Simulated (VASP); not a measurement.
# ZnIr2O4 (Fd-3m) in VASP: further runs

ZnIr2O4 is run at these levels: PBEsol; tasks: relaxation of cell and atoms.

Program: VASP 6.6.1. These are calculated values, not measurements. Logs are shortened: lines on timing, memory, paths and dates and some standing lists are left out, and cuts for length are marked.

## 1. The cell of the first run

The structure is cubic, space group Fd-3m (No. 227). Conventional cell: a = 8.749 Å, b = 8.749 Å, c = 8.749 Å, α = 90.00°, β = 90.00°, γ = 90.00°. Within 2.7 Å of Zn (site symmetry -43m) lie 4 O at 2.07 Å. Within 2.8 Å of Ir (site symmetry -3m) lie 6 O at 2.09 Å. O (site symmetry 3m) has 1 Zn at 2.07 Å and 3 Ir at 2.09 Å within 2.7 Å.

## 2. Relaxation of cell and atoms, PBEsol

INCAR

```
SYSTEM = ZnIr2O4
ALGO = Normal ; EDIFF = 1E-6
EDIFFG = -0.01 ; ENCUT = 600
GGA = PS ; IBRION = 2
ISIF = 3 ; ISMEAR = 0
KPAR = 4 ; LASPH = .TRUE.
LCHARG = .FALSE. ; LREAL = .FALSE.
LWAVE = .FALSE. ; NELM = 80
NSW = 90 ; PREC = Accurate
SIGMA = 0.03
```

KPOINTS

```
k-points
0
G
  6 6 6
  0 0 0
```

POSCAR

```
ZnIr2O4
1.0
    0.0000000000      4.3746840000      4.3746840000
    4.3746840000      0.0000000000      4.3746840000
    4.3746840000      4.3746840000      0.0000000000
Zn Ir O
2 4 8
Direct
    0.7500000000      0.7500000000      0.7500000000
    0.5000000000      0.5000000000      0.5000000000
    0.1250000000      0.1250000000      0.6250000000
    0.1250000000      0.6250000000      0.1250000000
    0.6250000000      0.1250000000      0.1250000000
    0.1250000000      0.1250000000      0.1250000000
    0.3635620000      0.3635620000      0.9093140000
    0.3635620000      0.9093140000      0.3635620000
    0.9093140000      0.3635620000      0.3635620000
    0.3635620000      0.3635620000      0.3635620000
    0.8864380000      0.8864380000      0.3406860000
    0.8864380000      0.3406860000      0.8864380000
    0.3406860000      0.8864380000      0.8864380000
    0.8864380000      0.8864380000      0.8864380000
```

Potentials or basis: VASP PAW PBE potentials, release 64 (Zn, Ir, O).

Run with:

```bash
cat potpaw_PBE.64/Zn/POTCAR potpaw_PBE.64/Ir/POTCAR potpaw_PBE.64/O/POTCAR > POTCAR
mpirun -np 4 vasp_std > vasp.out
```

OUTCAR:

```text
SYSTEM = ZnIr2O4
   EDIFF = 1E-6
   EDIFFG = -0.01
   ENCUT = 600
   GGA = PS
   IBRION = 2
   ISIF = 3
   ISMEAR = 0
   LASPH = .TRUE.
   LREAL = .FALSE.
   NELM = 80
   NSW = 90
   PREC = Accurate

 ion  position               nearest neighbor table
   1  0.750  0.750  0.750-  14 2.07  12 2.07  13 2.07  11 2.07
   2  0.500  0.500  0.500-  10 2.07   8 2.07   9 2.07   7 2.07
   3  0.125  0.125  0.625-   8 2.09   9 2.09  12 2.09  13 2.09  10 2.09  14 2.09   6 3.09   4 3.09
                             5 3.09   6 3.09   4 3.09   5 3.09
   4  0.125  0.625  0.125-   7 2.09   9 2.09  11 2.09  13 2.09  10 2.09  14 2.09   6 3.09   3 3.09
                             3 3.09   5 3.09   6 3.09   5 3.09
   5  0.625  0.125  0.125-   7 2.09   8 2.09  11 2.09  12 2.09  10 2.09  14 2.09   6 3.09   3 3.09
                             4 3.09   3 3.09   4 3.09   6 3.09
   6  0.125  0.125  0.125-   7 2.09   8 2.09   9 2.09  11 2.09  12 2.09  13 2.09   3 3.09   4 3.09
                             5 3.09   3 3.09   4 3.09   5 3.09
   7  0.364  0.364  0.909-   2 2.07   4 2.09   5 2.09   6 2.09
   8  0.364  0.909  0.364-   2 2.07   3 2.09   5 2.09   6 2.09
   9  0.909  0.364  0.364-   2 2.07   3 2.09   4 2.09   6 2.09
  10  0.364  0.364  0.364-   2 2.07   3 2.09   4 2.09   5 2.09
  11  0.886  0.886  0.341-   1 2.07   4 2.09   5 2.09   6 2.09
  12  0.886  0.341  0.886-   1 2.07   3 2.09   5 2.09   6 2.09
  13  0.341  0.886  0.886-   1 2.07   3 2.09   4 2.09   6 2.09
  14  0.886  0.886  0.886-   1 2.07   3 2.09   4 2.09   5 2.09

  LATTYP: Found a face centered cubic cell.
 ALAT       =     8.7493680000

  Lattice vectors:

 A1 = (   0.0000000000,   4.3746840000,   4.3746840000)
 A2 = (   4.3746840000,   0.0000000000,   4.3746840000)
 A3 = (   4.3746840000,   4.3746840000,   0.0000000000)

Analysis of symmetry for initial positions (statically):
=====================================================================
 Subroutine PRICEL returns:
 Original cell was already a primitive cell.

 Routine SETGRP: Setting up the symmetry group for a
 face centered cubic supercell.

 Subroutine GETGRP returns: Found 48 space group operations
 (whereof 24 operations were pure point group operations)
 out of a pool of 48 trial point group operations.

The static configuration has the point symmetry T_d .
 The point group associated with its full space group is O_h .

Analysis of symmetry for dynamics (positions and initial velocities):
=====================================================================
 Subroutine PRICEL returns:
 Original cell was already a primitive cell.

 Routine SETGRP: Setting up the symmetry group for a
 face centered cubic supercell.

 Subroutine GETGRP returns: Found 48 space group operations
 (whereof 24 operations were pure point group operations)
[... 113 lines left out ...]
   LNONCOLLINEAR =      F non collinear calculations
   LSORBIT =      F    spin-orbit coupling
   LASPH  =      T    aspherical Exc in radial PAW
   ENCUT  =  600.0 eV  44.10 Ry    6.64 a.u.  12.36 12.36 12.36*2*pi/ulx,y,z
   NELM   =     80;   NELMIN=  2; NELMDL= -5     # of ELM steps
   EDIFF  = 0.1E-05   stopping-criterion for ELM
   LREAL  =      F    real-space projection
   EDIFFG = -.1E-01   stopping-criterion for IOM
   NSW    =     90    number of steps for IOM
   IBRION =      2    ionic relax: 0-MD 1-quasi-New 2-CG
   NFREE  =      1    steps in history (QN), initial steepest desc. (CG)
   ISIF   =      3    stress and relaxation
   ISYM   =      2    0-nonsym 1-usesym 2-fastsym
   POTIM  = 0.5000    time-step for ionic-motion
   TEBEG  =    0.0;   TEEND  =   0.0 temperature during run
   PSTRESS=    0.0 pullay stress
   NELECT =     108.0000    total number of electrons
   NUPDOWN=      -1.0000    fix difference up-down
   EMIN   =  10.00;   EMAX   =-10.00  energy-range for DOS
   EFERMI =   0.00;   METHOD = LEGACY
   ISMEAR =     0;   SIGMA  =   0.03  broadening in eV -4-tet -1-fermi 0-gaus
   EFERMI_NEDOS =   21; number of points for ismear=-14 and -15
   IALGO  =     38    algorithm
   IMIX   =      4    mixing-type and parameters
     AMIX     =   0.40;   BMIX     =  1.00
     AMIX_MAG =   1.60;   BMIX_MAG =  1.00
  volume/ion in A,a.u.               =      11.96        80.71
  Fermi-wavevector in a.u.,A,eV,Ry     =   1.414467  2.672954 27.221395  2.000716
  Thomas-Fermi vector in A             =   2.536006
   LORBIT       =      0    0 simple, 1 ext, 2 COOP (PROOUT), +10 PAW based schemes
   GGA     = PS    functional components
   LHFCALC =     F    Hartree Fock is set to
   AEXX    =    0.0000 exact exchange contribution
   IVDW    =     0    specifies the selected vdW correction
   LEPSILON=     F    determine dielectric tensor
   LRPA    =     F    only Hartree local field effects (RPA)
 conjugate gradient relaxation of ions
 non-spin polarized calculation
 Gauss-broadening in eV      SIGMA  =   0.03
  energy-cutoff  :      600.00
  volume of cell :      167.44
 maximum number of plane-waves:      5606
 NGX is ok and might be reduce to    50
   NGX = 25   NGY = 25   NGZ = 25

--------------------------------------- Ionic step        1  -------------------------------------------

 number of electron     107.9999964 magnetization

 Free energy of the ion-electron system (eV)
  ---------------------------------------------------
  ext. energy  EPLUGINS =         0.00000000
  ---------------------------------------------------
  free energy    TOTEN  =       -93.32685340 eV

  energy without entropy =      -93.32685340  energy(sigma->0) =      -93.32685340

------------------------ aborting loop because EDIFF is reached ----------------------------------------

  FORCE on cell =-STRESS in cart. coord.  units (eV):
  Direction    XX          YY          ZZ          XY          YZ          ZX
  --------------------------------------------------------------------------------------
  -------------------------------------------------------------------------------------
  Total       -8.7736322     -8.7736322     -8.7736322      0.0000000      0.0000000      0.0000000
  in kB      -83.9498549    -83.9498549    -83.9498549      0.0000000      0.0000000      0.0000000
  external PRESSURE =     -83.9498549 kB  Pullay stress =       0.0000000 kB
[... 227 lines left out ...]
--------------------------------------- Ionic step        6  -------------------------------------------

 number of electron     108.0000021 magnetization

 Free energy of the ion-electron system (eV)
  ---------------------------------------------------
  ext. energy  EPLUGINS =         0.00000000
  ---------------------------------------------------
  free energy    TOTEN  =       -93.50457775 eV

  energy without entropy =      -93.50457775  energy(sigma->0) =      -93.50457775

 E-fermi :   5.5930     XC(G=0): -11.9507

 val. band max:        5.4260091088   @ k =   0.5000   0.5000   0.0000
 cond. band min:       5.9223933899   @ k =   0.0000   0.0000   0.0000
 fundamental gap:      0.4963842810
 Fermi energy:         5.5929974349

 k-point     1 :       0.0000    0.0000    0.0000
  band No.  band energies     occupation
      1     -15.4803      2.00000
      2     -14.4654      2.00000
      3     -14.4654      2.00000
      4     -14.4654      2.00000
      5     -14.0860      2.00000
      6     -13.9131      2.00000
[... 1102 lines left out ...]
  FREE ENERGIE OF THE ION-ELECTRON SYSTEM (eV)
  ---------------------------------------------------
  free  energy   TOTEN  =       -93.5045777471 eV

  energy  without entropy=      -93.5045777471  energy(sigma->0) =      -93.50457775

 reached required accuracy - stopping structural energy minimisation
```

It took 5.6 min on 4 MPI ranks of Intel Xeon Platinum 8488C (Sapphire Rapids), shared host; peak memory 0.49 GiB.

What came out:

* Free energy: -93.5046 eV
* Relaxed volume: 11.47 Å³/atom
* Relaxed cell: a = 6.102 Å, b = 6.102 Å, c = 6.102 Å, α = 60.00°, β = 60.00°, γ = 60.00°
* Space group after relaxing (to 0.1 Å): Fd-3m (No. 227)
* Energy gained by relaxing: 12.7 meV/atom
* Ionic steps: 6
* Pressure after relaxing: 0.0 GPa
* Band gap on the k mesh: 0.50 eV (least direct gap 0.58 eV)

The path:
```csv
step,energy change (eV),largest force (eV/Å),pressure (GPa),volume (Å³)
1,0.0000,0.3140,-8.39,167.44
2,0.2760,1.0348,15.78,152.71
3,-0.1699,0.1470,-0.35,161.58
4,-0.1699,0.1578,-0.16,161.46
5,-0.1762,0.0708,-0.06,161.00
6,-0.1777,0.0002,0.03,160.64
```

Final structure:
```
Zn Ir O
1.0
     0.00000    4.31457    4.31457
     4.31457    0.00000    4.31457
     4.31457    4.31457    0.00000
Zn Ir O
2 4 8
Direct
  0.75000 0.75000 0.75000
  0.50000 0.50000 0.50000
  0.12500 0.12500 0.62500
  0.12500 0.62500 0.12500
  0.62500 0.12500 0.12500
  0.12500 0.12500 0.12500
  0.36396 0.36396 0.90811
  0.36396 0.90811 0.36396
  0.90811 0.36396 0.36396
  0.36396 0.36396 0.36396
  0.88604 0.88604 0.34189
  0.88604 0.34189 0.88604
  0.34189 0.88604 0.88604
  0.88604 0.88604 0.88604
```

Levels at points of the mesh, in eV from the valence-band top:
```tsv
k point	band 51	band 52	band 53	band 54	band 55	band 56	band 57	band 58
(0.00, 0.00, 0.00)	-0.14	-0.08	-0.08	-0.08	0.50	2.70	2.70	2.70
(0.50, 0.00, 0.00)	-0.43	-0.14	-0.11	-0.11	2.04	2.40	2.40	2.46
(0.50, 0.50, 0.00)	-0.15	-0.15	0.00	0.00	0.78	0.78	2.00	2.00
```

Caveat: the PAW data sets were made with another functional, which shifts forces and pressure a little; spin-orbit coupling is left out, which moves the levels of the heavy elements.

## 3. Relaxation of cell and atoms, PBEsol

This run uses another cell than the first one, of 11.47 Å³/atom.

INCAR: that of step 2 with these lines changed.

```diff
@@ -1,4 +1,4 @@
 SYSTEM = ZnIr2O4
-ALGO = Normal ; EDIFF = 1E-6
-EDIFFG = -0.01 ; ENCUT = 600
+ALGO = Normal ; EDIFF = 1E-7
+EDIFFG = -0.005 ; ENCUT = 600
 GGA = PS ; IBRION = 2
```

KPOINTS is that of step 2.

POSCAR

```
ZnIr2O4                                 
1.0
    0.0000000000      4.3145668854      4.3145668854
    4.3145668854      0.0000000000      4.3145668854
    4.3145668854      4.3145668854     -0.0000000000
  Zn              Ir              O             
     2     4     8
Direct
     0.7500000000000000    0.7500000000000000    0.7500000000000000
     0.5000000000000000    0.5000000000000000    0.5000000000000000
     0.1250000000000000    0.1250000000000000    0.6250000000000000
     0.1250000000000000    0.6250000000000000    0.1250000000000000
     0.6250000000000000    0.1250000000000000    0.1250000000000000
     0.1250000000000000    0.1250000000000000    0.1250000000000000
     0.3639631762139256    0.3639631762139256    0.9081104713582303
     0.3639631762139256    0.9081104713582303    0.3639631762139256
     0.9081104713582303    0.3639631762139256    0.3639631762139256
     0.3639631762139256    0.3639631762139256    0.3639631762139256
     0.8860368237860745    0.8860368237860745    0.3418895286417695
     0.8860368237860745    0.3418895286417695    0.8860368237860745
     0.3418895286417695    0.8860368237860745    0.8860368237860745
     0.8860368237860745    0.8860368237860745    0.8860368237860745
```

Potentials or basis: VASP PAW PBE potentials, release 64 (Zn, Ir, O).

Run with:

```bash
cat potpaw_PBE.64/Zn/POTCAR potpaw_PBE.64/Ir/POTCAR potpaw_PBE.64/O/POTCAR > POTCAR
mpirun -np 4 vasp_std > vasp.out
```

Wall time 93 s (4 MPI ranks of Intel Xeon Platinum 8488C (Sapphire Rapids), shared host); peak memory 0.46 GiB.

It converged, with:

```
Free energy             : -93.4907 eV
Pressure after relaxing : 0.1 GPa
Band gap on the k mesh  : 0.50 eV (least direct gap 0.58 eV)
```

Final structure:
```cif
data_structure
_symmetry_space_group_name_H-M 'P 1'
_symmetry_Int_Tables_number 1
_cell_length_a 6.1017
_cell_length_b 6.1017
_cell_length_c 6.1017
_cell_angle_alpha 60.000
_cell_angle_beta 60.000
_cell_angle_gamma 60.000
_cell_volume 160.64
loop_
_atom_site_label
_atom_site_type_symbol
_atom_site_fract_x
_atom_site_fract_y
_atom_site_fract_z
_atom_site_occupancy
Zn1 Zn 0.75000 0.75000 0.75000 1
Zn2 Zn 0.50000 0.50000 0.50000 1
Ir1 Ir 0.12500 0.12500 0.62500 1
Ir2 Ir 0.12500 0.62500 0.12500 1
Ir3 Ir 0.62500 0.12500 0.12500 1
Ir4 Ir 0.12500 0.12500 0.12500 1
O1 O 0.36396 0.36396 0.90811 1
O2 O 0.36396 0.90811 0.36396 1
O3 O 0.90811 0.36396 0.36396 1
O4 O 0.36396 0.36396 0.36396 1
O5 O 0.88604 0.88604 0.34189 1
O6 O 0.88604 0.34189 0.88604 1
O7 O 0.34189 0.88604 0.88604 1
O8 O 0.88604 0.88604 0.88604 1
```

Levels at points of the mesh, in eV from the valence-band top:
```
           k point  band 51  band 52  band 53  band 54  band 55  band 56  band 57  band 58
(0.00, 0.00, 0.00)    -0.14    -0.08    -0.08    -0.08     0.50     2.70     2.70     2.70
(0.50, 0.00, 0.00)    -0.43    -0.14    -0.11    -0.11     2.04     2.40     2.40     2.46
(0.50, 0.50, 0.00)    -0.15    -0.15     0.00     0.00     0.78     0.78     2.00     2.00
```

Caveat: the relaxation stopped at its first step, so nothing moved; the PAW data sets were made with another functional, which shifts forces and pressure a little; spin-orbit coupling is left out, which moves the levels of the heavy elements.
